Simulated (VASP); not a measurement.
# TePb (I4/mmm) in VASP: notebook

The runs below take TePb through single point, with r2SCAN.

All numbers are computed with VASP 6.6.1; they aren't measurements. Logs are shortened: lines on timing, memory, paths and dates and some standing lists are left out, and cuts for length are marked.

### 1 The cell of the first run

It takes space group I4/mmm (No. 139, tetragonal). Conventional cell: a = 4.450 Å, b = 4.450 Å, c = 6.777 Å, α = 90.00°, β = 90.00°, γ = 90.00°. Within 4.1 Å of Te (site symmetry 4/mmm) lie 6 Pb at 3.15 to 3.39 Å. Pb (site symmetry 4/mmm) has 6 Te at 3.15 to 3.39 Å within 4.1 Å.

### 2 Single point, r2SCAN (strain -0.025 along x and y, +0.050 along z)

POSCAR

```
TePb
1.0
    0.0000000000      3.1463250000      3.3883500000
    3.1463250000      0.0000000000      3.3883500000
    3.1463250000      3.1463250000      0.0000000000
Te Pb
1 1
Direct
    0.5000000000      0.5000000000      0.5000000000
    0.0000000000      0.0000000000      0.0000000000
```

INCAR.step1

```
SYSTEM = TePb
PREC = Accurate
ENCUT = 520
ISMEAR = 0
SIGMA = 0.05
LREAL = .False.
LASPH = .True.
NELM = 80
NBANDS = 17
GGA = PE
ALGO = Normal
EDIFF = 1E-4
LWAVE = .True.
LCHARG = .False.
```

INCAR.step2

```
SYSTEM = TePb
PREC = Accurate
ENCUT = 520
EDIFF = 1E-6
ISMEAR = 0
SIGMA = 0.05
LREAL = .False.
LASPH = .True.
NELM = 80
ALGO = Normal
ISIF = 2
LWAVE = .False.
LCHARG = .False.
METAGGA = R2SCAN
LMIXTAU = .True.
NBANDS = 17
ISTART = 1
```

KPOINTS

```
Automatic mesh
0
Gamma
  8 8 8
  0 0 0
```

Potentials or basis: VASP PAW PBE potentials, release 64 (Te, Pb_d).

Command:

```console
cat potpaw_PBE.64/Te/POTCAR potpaw_PBE.64/Pb_d/POTCAR > POTCAR
cp INCAR.step1 INCAR
mpirun -np 1 vasp_std > vasp.out
cp INCAR.step2 INCAR
mpirun -np 1 vasp_std > vasp.out
```

OUTCAR:

```text
SYSTEM = TePb
   PREC = Accurate
   ENCUT = 520
   EDIFF = 1E-6
   ISMEAR = 0
   LREAL = .False.
   LASPH = .True.
   NELM = 80
   ISIF = 2
   METAGGA = R2SCAN
   ISTART = 1

 ion  position               nearest neighbor table
   1  0.500  0.500  0.500-   2 3.15   2 3.15   2 3.15   2 3.15   2 3.39   2 3.39
   2  0.000  0.000  0.000-   1 3.15   1 3.15   1 3.15   1 3.15   1 3.39   1 3.39

  LATTYP: Found a body centered tetragonal cell.
 ALAT       =     4.4495754866
 C/A-ratio  =     1.5229992210

  Lattice vectors:

 A1 = (  -3.1463250000,   0.0000000000,   3.3883500000)
 A2 = (   3.1463250000,   0.0000000000,   3.3883500000)
 A3 = (   0.0000000000,   3.1463250000,  -3.3883500000)

Analysis of symmetry for initial positions (statically):
=====================================================================
 Subroutine PRICEL returns:
 Original cell was already a primitive cell.

 Routine SETGRP: Setting up the symmetry group for a
 body centered tetragonal supercell.

 Subroutine GETGRP returns: Found 16 space group operations
 (whereof 16 operations were pure point group operations)
 out of a pool of 16 trial point group operations.

The static configuration has the point symmetry D_4h.

Analysis of symmetry for dynamics (positions and initial velocities):
=====================================================================
 Subroutine PRICEL returns:
 Original cell was already a primitive cell.

 Routine SETGRP: Setting up the symmetry group for a
 body centered tetragonal supercell.

 Subroutine GETGRP returns: Found 16 space group operations
 (whereof 16 operations were pure point group operations)
 out of a pool of 16 trial point group operations.

The dynamic configuration has the point symmetry D_4h.

 Subroutine INISYM returns: Found 16 space group operations
 (whereof 16 operations are pure point group operations),
 and found     1 'primitive' translations

----------------------------------------------------------------------------------------

                                     Primitive cell

  volume of cell :      67.0850

  direct lattice vectors                    reciprocal lattice vectors
     0.000000000  3.146325000  3.388350000    -0.158915560  0.158915560  0.147564449
     3.146325000  0.000000000  3.388350000     0.158915560 -0.158915560  0.147564449
     3.146325000  3.146325000  0.000000000     0.158915560  0.158915560 -0.147564449

  length of vectors
     4.623881133  4.623881133  4.449575487     0.268856053  0.268856053  0.268856053

[... 76 lines left out ...]
   LSORBIT =      F    spin-orbit coupling
   LASPH  =      T    aspherical Exc in radial PAW
   ENCUT  =  520.0 eV  38.22 Ry    6.18 a.u.   8.60  8.60  8.27*2*pi/ulx,y,z
   NELM   =     80;   NELMIN=  2; NELMDL=  0     # of ELM steps
   EDIFF  = 0.1E-05   stopping-criterion for ELM
   LREAL  =      F    real-space projection
   EDIFFG = 0.1E-04   stopping-criterion for IOM
   NSW    =      0    number of steps for IOM
   IBRION =     -1    ionic relax: 0-MD 1-quasi-New 2-CG
   NFREE  =      0    steps in history (QN), initial steepest desc. (CG)
   ISIF   =      2    stress and relaxation
   ISYM   =      2    0-nonsym 1-usesym 2-fastsym
   POTIM  = 0.5000    time-step for ionic-motion
   TEBEG  =    0.0;   TEEND  =   0.0 temperature during run
   PSTRESS=    0.0 pullay stress
   NELECT =      20.0000    total number of electrons
   NUPDOWN=      -1.0000    fix difference up-down
   EMIN   =  10.00;   EMAX   =-10.00  energy-range for DOS
   EFERMI =   0.00;   METHOD = LEGACY
   ISMEAR =     0;   SIGMA  =   0.05  broadening in eV -4-tet -1-fermi 0-gaus
   EFERMI_NEDOS =   21; number of points for ismear=-14 and -15
   IALGO  =     38    algorithm
   IMIX   =      4    mixing-type and parameters
     AMIX     =   0.40;   BMIX     =  1.00
     AMIX_MAG =   1.60;   BMIX_MAG =  1.00
  volume/ion in A,a.u.               =      33.54       226.36
  Fermi-wavevector in a.u.,A,eV,Ry     =   1.093645  2.066689 16.273375  1.196059
  Thomas-Fermi vector in A             =   2.229934
   LORBIT       =      0    0 simple, 1 ext, 2 COOP (PROOUT), +10 PAW based schemes
   METAGGA = R2SCAN    functional components
   LHFCALC =     F    Hartree Fock is set to
   AEXX    =    0.0000 exact exchange contribution
   IVDW    =     0    specifies the selected vdW correction
   LEPSILON=     F    determine dielectric tensor
   LRPA    =     F    only Hartree local field effects (RPA)
 non-spin polarized calculation
 Gauss-broadening in eV      SIGMA  =   0.05
  energy-cutoff  :      520.00
  volume of cell :       67.08
 maximum number of plane-waves:      1833
 NGX is ok and might be reduce to    36
   NGX = 17   NGY = 17   NGZ = 17

 number of electron      20.0000003 magnetization

 Free energy of the ion-electron system (eV)
  ---------------------------------------------------
  ext. energy  EPLUGINS =         0.00000000
  ---------------------------------------------------
  free energy    TOTEN  =       -82.60064657 eV

  energy without entropy =      -82.60064657  energy(sigma->0) =      -82.60064657

 E-fermi :   6.0123     XC(G=0):  -9.8335

 val. band max:        5.7295322770   @ k =   0.5000   0.0000   0.0000
 cond. band min:       6.4395287441   @ k =   0.5000   0.0000   0.0000
 fundamental gap:      0.7099964671
 Fermi energy:         6.0123489553

 k-point     1 :       0.0000    0.0000    0.0000
  band No.  band energies     occupation
      1     -11.8216      2.00000
      2     -11.7921      2.00000
      3     -11.7921      2.00000
      4     -11.7816      2.00000
      5     -11.7688      2.00000
      6      -7.0083      2.00000
[... 457 lines left out ...]
      4     -11.7812      2.00000
      5     -11.7497      2.00000
      6      -5.9180      2.00000
[... 9 lines left out ...]
     16      14.8199      0.00000
     17      15.6214      0.00000

 [... further k-points ...]
[... 5 lines left out ...]
  --------------------------------------------------------------------------------------
  -------------------------------------------------------------------------------------
  Total        2.2397573      2.2397573     -1.2574352      0.0000000      0.0000000      0.0000000
  in kB       53.4916658     53.4916658    -30.0310686      0.0000000      0.0000000      0.0000000
  external PRESSURE =      25.6507543 kB  Pullay stress =       0.0000000 kB

 VOLUME and BASIS-vectors are now :
 -----------------------------------------------------------------------------
  energy-cutoff  :      520.00
  volume of cell :       67.08
      direct lattice vectors                 reciprocal lattice vectors
     0.000000000  3.146325000  3.388350000    -0.158915560  0.158915560  0.147564449
     3.146325000  0.000000000  3.388350000     0.158915560 -0.158915560  0.147564449
     3.146325000  3.146325000  0.000000000     0.158915560  0.158915560 -0.147564449

 POSITION                                       TOTAL-FORCE (eV/Angst)
 -----------------------------------------------------------------------------------
      3.14633      3.14633      3.38835         0.000000      0.000000      0.000000
      0.00000      0.00000      0.00000        -0.000000     -0.000000     -0.000000
 -----------------------------------------------------------------------------------
    total drift:                               -0.000000      0.000000      0.000000

  FREE ENERGIE OF THE ION-ELECTRON SYSTEM (eV)
  ---------------------------------------------------
  free  energy   TOTEN  =       -82.6006465667 eV

  energy  without entropy=      -82.6006465667  energy(sigma->0) =      -82.60064657
```

OSZICAR.step1:

```text
N       E                     dE             d eps       ncg     rms          rms(c)
DAV:   1     0.152634784635E+03    0.15263E+03   -0.92121E+03  2006   0.114E+03
DAV:   2     0.295917520826E+01   -0.14968E+03   -0.14506E+03  2147   0.297E+02
DAV:   3    -0.725325589574E+01   -0.10212E+02   -0.10163E+02  2643   0.846E+01
DAV:   4    -0.752278129423E+01   -0.26953E+00   -0.26938E+00  2582   0.153E+01
DAV:   5    -0.753332601556E+01   -0.10545E-01   -0.10544E-01  2771   0.267E+00    0.355E+00
DAV:   6    -0.741053920731E+01    0.12279E+00   -0.26206E-01  2897   0.363E+00    0.218E+00
DAV:   7    -0.740588789044E+01    0.46513E-02   -0.89415E-02  2547   0.149E+00    0.949E-01
DAV:   8    -0.740757425380E+01   -0.16864E-02   -0.10768E-02  2501   0.104E+00    0.168E-01
DAV:   9    -0.740745121314E+01    0.12304E-03   -0.12997E-03  2808   0.398E-01    0.780E-02
DAV:  10    -0.740749437844E+01   -0.43165E-04   -0.16818E-04  2200   0.983E-02
   1 F= -.74074944E+01 E0= -.74074944E+01  d E =-.150995E-11
```

Wall time 1.8 min (1 thread of Intel Xeon 6975P-C (Granite Rapids), shared host); peak memory 0.25 GiB.

What came out:

```
Free energy            : -82.6006 eV
Pressure               : 2.6 GPa
Band gap on the k mesh : 0.71 eV, direct
```

Caveat: the cell differs from its parent crystal (strain -0.025 along x and y, +0.050 along z); the PAW data sets were made with another functional, which shifts forces and pressure a little; spin-orbit coupling is left out, which moves the levels of the heavy elements. A k mesh can miss the band edges.

### 3 Single point, r2SCAN (strain +0.025 along x and y, -0.050 along z)

POSCAR

```
TePb
1.0
    0.0000000000      3.3076750000      3.0656500000
    3.3076750000      0.0000000000      3.0656500000
    3.3076750000      3.3076750000      0.0000000000
Te Pb
1 1
Direct
    0.5000000000      0.5000000000      0.5000000000
    0.0000000000      0.0000000000      0.0000000000
```

INCAR.step1

```
SYSTEM = TePb
  PREC = Accurate
  ENCUT = 520
  ISMEAR = 0
  SIGMA = 0.05
  LREAL = .False.
  LASPH = .True.
  NELM = 100
  NBANDS = 17
  GGA = PE
  ALGO = Normal
  EDIFF = 1E-4
  LWAVE = .True.
  LCHARG = .False.
```

INCAR.step2

```
SYSTEM = TePb
  PREC = Accurate
  ENCUT = 520
  EDIFF = 1E-7
  ISMEAR = 0
  SIGMA = 0.05
  LREAL = .False.
  LASPH = .True.
  NELM = 100
  ALGO = Normal
  ISIF = 2
  LWAVE = .False.
  LCHARG = .True.
  METAGGA = R2SCAN
  LMIXTAU = .True.
  LELF = .True.
  LVHAR = .True.
  NBANDS = 17
  ISTART = 1
```

KPOINTS

```
regular mesh
0
Gamma
  8 8 8
  0 0 0
```

Potentials or basis: VASP PAW PBE potentials, release 64 (Te, Pb_d).

Command:

```console
cat potpaw_PBE.64/Te/POTCAR potpaw_PBE.64/Pb_d/POTCAR > POTCAR
cp INCAR.step1 INCAR
mpirun -np 1 vasp_std > vasp.out
cp INCAR.step2 INCAR
mpirun -np 1 vasp_std > vasp.out
```

Run time: 2.1 min. Hardware: 1 thread of Intel Xeon 6975P-C (Granite Rapids), shared host; peak memory 0.26 GiB.

Results (log left out):

```yaml
Free_energy: -82.5767 eV
Pressure: 2.7 GPa
Band_gap_on_the_k_mesh: 0.68 eV, direct
```

Stress tensor (GPa, compression positive):
```
-1.07  0.00  0.00
 0.00 -1.07  0.00
 0.00  0.00 10.22
```

Levels at points of the mesh, in eV from the valence-band top:
| k point | band 6 | band 7 | band 8 | band 9 | band 10 | band 11 | band 12 | band 13 | band 14 | band 15 |
| --- | --- | --- | --- | --- | --- | --- | --- | --- | --- | --- |
| (0.00, 0.00, 0.00) | -12.80 | -5.77 | -2.28 | -1.46 | -1.46 | 3.56 | 3.56 | 5.50 | 5.85 | 5.85 |
| (0.50, 0.00, 0.00) | -11.27 | -9.17 | -1.35 | -1.23 | 0.00 | 0.68 | 1.03 | 1.54 | 8.71 | 9.06 |
| (0.50, 0.50, 0.00) | -10.63 | -8.05 | -5.07 | -3.33 | -3.33 | 3.19 | 5.45 | 5.45 | 7.82 | 10.28 |
| (0.50, 0.00, 0.50) | -11.18 | -7.47 | -4.90 | -3.59 | -2.72 | 3.47 | 4.77 | 6.64 | 6.85 | 9.84 |

Caveat: the cell differs from its parent crystal (strain +0.025 along x and y, -0.050 along z); the PAW data sets were made with another functional, which shifts forces and pressure a little; spin-orbit coupling is left out, which moves the levels of the heavy elements. A k mesh can miss the band edges.

### 4 Single point, r2SCAN (strain +0.025 along x and y, -0.025 along z)

POSCAR

```
TePb
1.0
    0.0000000000      3.3076750000      3.1463250000
    3.3076750000      0.0000000000      3.1463250000
    3.3076750000      3.3076750000      0.0000000000
Te Pb
1 1
Direct
    0.5000000000      0.5000000000      0.5000000000
    0.0000000000      0.0000000000      0.0000000000
```

INCAR.step1

```
SYSTEM = TePb
  PREC = Accurate
  ENCUT = 520
  ISMEAR = 0
  SIGMA = 0.05
  LREAL = .FALSE.
  LASPH = .TRUE.
  NELM = 60
  NBANDS = 17
  GGA = PE
  ALGO = Normal
  EDIFF = 1E-4
  LWAVE = .TRUE.
  LCHARG = .FALSE.
```

INCAR.step2

```
SYSTEM = TePb
  PREC = Accurate
  ENCUT = 520
  EDIFF = 1E-6
  ISMEAR = 0
  SIGMA = 0.05
  LREAL = .FALSE.
  LASPH = .TRUE.
  NELM = 60
  ALGO = Normal
  ISIF = 2
  LWAVE = .FALSE.
  LCHARG = .TRUE.
  METAGGA = R2SCAN
  LMIXTAU = .TRUE.
  LELF = .TRUE.
  LVHAR = .TRUE.
  NBANDS = 17
  ISTART = 1
```

KPOINTS

```
Automatic mesh
0
G
  8 8 8
  0 0 0
```

Command:

```console
cat potpaw_PBE.64/Te/POTCAR potpaw_PBE.64/Pb_d/POTCAR > POTCAR
cp INCAR.step1 INCAR
mpirun -np 1 vasp_std > vasp.out
cp INCAR.step2 INCAR
mpirun -np 1 vasp_std > vasp.out
```

It took 100 s on 1 thread of Intel Xeon 6975P-C (Granite Rapids), shared host; peak memory 0.25 GiB.

The run converged. Its results:

- Free energy: -82.6604 eV
- Pressure: 0.9 GPa
- Band gap on the k mesh: 0.92 eV, direct

Stress tensor (GPa, compression positive):
```
-1.19  0.00  0.00
 0.00 -1.19  0.00
 0.00  0.00  5.14
```

Levels at points of the mesh, in eV from the valence-band top:
```
           k point  band 7  band 8  band 9  band 10  band 11  band 12  band 13  band 14
(0.00, 0.00, 0.00)   -5.75   -1.85   -1.32    -1.32     3.86     3.86     5.08     6.07
(0.50, 0.00, 0.00)   -8.88   -1.10   -1.00     0.00     0.92     1.29     1.57     8.83
(0.50, 0.50, 0.00)   -7.78   -4.69   -3.00    -3.00     3.48     5.54     5.54     7.50
(0.50, 0.00, 0.50)   -7.40   -4.57   -3.17    -2.61     3.66     5.11     6.43     6.72
```

Caveat: the cell differs from its parent crystal (strain +0.025 along x and y, -0.025 along z); the PAW data sets were made with another functional, which shifts forces and pressure a little; spin-orbit coupling is left out, which moves the levels of the heavy elements. A k mesh can miss the band edges.

### 5 Single point, r2SCAN (strain +0.050 along x and y, -0.050 along z)

POSCAR

```
TePb
1.0
    0.0000000000      3.3883500000      3.0656500000
    3.3883500000      0.0000000000      3.0656500000
    3.3883500000      3.3883500000      0.0000000000
Te Pb
1 1
Direct
    0.5000000000      0.5000000000      0.5000000000
    0.0000000000      0.0000000000      0.0000000000
```

INCAR.step1

```
SYSTEM = TePb
PREC     = Accurate       ! precision mode
ENCUT    = 520            ! plane-wave cutoff, eV
ISMEAR   = 0              ! smearing method
SIGMA    = 0.05           ! smearing width, eV
LREAL    = .FALSE.        ! projectors in reciprocal space
LASPH    = .TRUE.         ! aspherical terms in the spheres
NELM     = 80             ! most SCF steps
NBANDS   = 17             ! bands
GGA      = PE             ! functional
ALGO     = Normal         ! electronic algorithm
EDIFF    = 1E-4           ! SCF threshold, eV
LWAVE    = .TRUE.         ! write WAVECAR
LCHARG   = .FALSE.        ! write CHGCAR
```

INCAR.step2

```
SYSTEM = TePb
PREC     = Accurate       ! precision mode
ENCUT    = 520            ! plane-wave cutoff, eV
EDIFF    = 1E-7           ! SCF threshold, eV
ISMEAR   = 0              ! smearing method
SIGMA    = 0.05           ! smearing width, eV
LREAL    = .FALSE.        ! projectors in reciprocal space
LASPH    = .TRUE.         ! aspherical terms in the spheres
NELM     = 80             ! most SCF steps
ALGO     = Normal         ! electronic algorithm
ISIF     = 2              ! what is computed and relaxed
LWAVE    = .FALSE.        ! write WAVECAR
LCHARG   = .TRUE.         ! write CHGCAR
METAGGA  = R2SCAN         ! meta-GGA
LMIXTAU  = .TRUE.       
LELF     = .TRUE.         ! ELF
LVHAR    = .TRUE.       
NBANDS   = 17             ! bands
ISTART   = 1
```

KPOINTS

```
regular mesh
0
G
  8 8 8
  0 0 0
```

Command:

```console
cat potpaw_PBE.64/Te/POTCAR potpaw_PBE.64/Pb_d/POTCAR > POTCAR
cp INCAR.step1 INCAR
mpirun -np 1 vasp_std > vasp.out
cp INCAR.step2 INCAR
mpirun -np 1 vasp_std > vasp.out
```

It took 2.1 min on 1 thread of Intel Xeon 6975P-C (Granite Rapids), shared host; peak memory 0.26 GiB.

The run converged. Its results:

```yaml
Free_energy: -82.5316 eV
Pressure: 1.0 GPa
Band_gap_on_the_k_mesh: 0.63 eV, direct
```

Stress tensor (GPa, compression positive):
```
-3.23  0.00  0.00
 0.00 -3.23  0.00
 0.00  0.00  9.44
```

Levels at points of the mesh, in eV from the valence-band top:
```
           k point  band 8  band 9  band 10  band 11  band 12  band 13
(0.00, 0.00, 0.00)   -2.35   -1.30    -1.30     3.26     3.26     5.72
(0.50, 0.00, 0.00)   -1.31   -1.22     0.00     0.63     1.02     1.66
(0.50, 0.50, 0.00)   -4.84   -3.18    -3.18     3.25     5.13     5.13
(0.50, 0.00, 0.50)   -4.61   -3.52    -2.41     3.61     4.28     6.15
```

Caveat: the cell differs from its parent crystal (strain +0.050 along x and y, -0.050 along z); the PAW data sets were made with another functional, which shifts forces and pressure a little; spin-orbit coupling is left out, which moves the levels of the heavy elements. A k mesh can miss the band edges.

### 6 Summary

```csv
cell,gap on the mesh (eV),pressure (GPa)
"a = 4.624, b = 4.624, c = 4.450 Å, angles 61.2, 61.2, 57.5°, 2 atoms",0.71,2.6
"a = 4.510, b = 4.510, c = 4.678 Å, angles 58.8, 58.8, 62.5°, 2 atoms",0.68,2.7
"a = 4.565, b = 4.565, c = 4.678 Å, angles 59.2, 59.2, 61.6°, 2 atoms",0.92,0.9
"a = 4.569, b = 4.569, c = 4.792 Å, angles 58.4, 58.4, 63.2°, 2 atoms",0.63,1.0
```

Alike in all rows: task single point; level r2SCAN; potentials or basis VASP PAW PBE potentials, release 64 (Te, Pb_d); no spin polarisation; k mesh 8 × 8 × 8; cutoff (eV) 520; smearing gaussian 0.05 eV.

Caveats: the PAW data sets were made with another functional, which shifts forces and pressure a little; spin-orbit coupling is left out, which moves the levels of the heavy elements.

Total energies depend on the potentials used, so only differences within one code and one set of settings carry meaning.
